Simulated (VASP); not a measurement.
Wanted: the native input for a VASP 6.6.1 run.

```yaml
Task: single point
Functional: PBE
Potentials_or_basis: VASP PAW PBE potentials, release 64 (Si, C)
Cutoff: 520 eV
k_mesh: 1 × 1 × 7
Occupations: gaussian, width 0.05 eV
Spin: collinear spin
Starting_moments: "[0.3, 0.3, 0.3, 0.3, 0.3, 0.3, 0.3, 0.3, 0.3, 0.3, 0.3, 0.3, 0.3, 0.3] μB"
Dipole_correction: no
Further_INCAR_settings: ALGO = Normal; EDIFF = 1e-07; NBANDS = 45
```

The structure of SiC lies in POSCAR:

```
SiC
1.0
   13.6000000000      0.0000000000      0.0000000000
    0.0000000000     12.9000000000      0.0000000000
    0.0000000000      0.0000000000      4.9216381539
Si C
7 7
Direct
    0.3442685705      0.4424230872      0.0464599982
    0.5616603976      0.4276410823     -0.0129903609
    0.4415560837      0.6193054845      0.0463394794
    0.4339185553      0.3708379627      0.5405553890
    0.3418032118      0.5620816719      0.5491923473
    0.7058989850      0.3394512466      0.3941523110
    0.5450140132      0.5726528162      0.5404977029
    0.3249182502      0.4325056226      0.4015230681
    0.5656383213      0.4251896942      0.4216583910
    0.4401406260      0.6417637924      0.4014572945
    0.4421452581      0.3622248118      0.9037591739
    0.3263975688      0.5715005086      0.9046668514
    0.6294350827      0.3861755517      0.6540158316
    0.5562014123      0.5694974812      0.9037125226
```

These files were run (other wordings do the same):

INCAR

```
ALGO = Normal ; EDIFF = 1E-7
ENCUT = 520 ; GGA = PE
ISIF = 2 ; ISMEAR = 0
ISPIN = 2 ; LASPH = True
LCHARG = False ; LORBIT = 11
LREAL = False ; LWAVE = False
MAGMOM = 0.3 0.3 0.3 0.3 0.3 0.3 0.3 0.3 0.3 0.3 0.3 0.3 0.3 0.3 ; NBANDS = 45
NELM = 150 ; PREC = Accurate
SIGMA = 0.05
```

KPOINTS

```
k-points
0
Gamma
  1 1 7
```

Potentials or basis: VASP PAW PBE potentials, release 64 (Si, C).

The run is started by

```sh
$ cat potpaw_PBE.64/Si/POTCAR potpaw_PBE.64/C/POTCAR > POTCAR
$ mpirun -np 1 vasp_std > vasp.out
```

Results of the run:

The largest force is 0.043 eV/Å and the net moment is 1.71 μB per cell. The site moments are Si +0.02, +0.00, +0.09, +0.07, +0.05 (each value once); C +0.07, +0.03, -0.00, +0.08 (each value once) μB and the valence electrons inside the program's atomic spheres are Si 1.70, 1.56, 1.66, 1.69, 1.62 (each value once); C 2.49, 2.38, 2.46, 2.50, 2.43 (each value once).

It took 10 min on 1 thread of Intel(R) Xeon(R) Platinum 8488C (Sapphire Rapids) (shared host), peak memory 1.2 GiB.
